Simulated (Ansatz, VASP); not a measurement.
Li2S: VASP beside Ansatz

```
Li S
1.0
     0.00000    2.84450    2.84450
     2.84450    0.00000    2.84450
     2.84450    2.84450    0.00000
Li S
2 1
Direct
  0.25000 0.25000 0.25000
  0.75000 0.75000 0.75000
  0.00000 0.00000 0.00000
```

Alike in both runs: functional PBEsol; k mesh 9 × 9 × 9; occupations fermi-dirac, width 0.03 eV; no spin polarisation.

Ansatz relaxed the structure, and its values are those at the end. VASP's run is a single point on that final structure, the one shown.

|  | VASP | Ansatz |
| --- | --- | --- |
| version | VASP 6.6.1 | Ansatz 0.2.0 |
| potentials or method | VASP PAW PBE potentials, release 64 (Li_sv, S) | PAW with Ansatz's default frozen-core files, scalar-relativistic |
| plane-wave cutoff (eV) | 750 | 420 |
| valence electrons in the cell | 12 | 12 |

```tsv
	VASP	Ansatz	Ansatz less VASP
pressure (GPa)	-0.8	-0.7	+0.06
```

VASP's potentials were made for PBE, not for PBEsol. With one functional, cell and mesh, what is left measures potentials, basis and numerics. Ansatz's warnings: stress scf threshold loose.
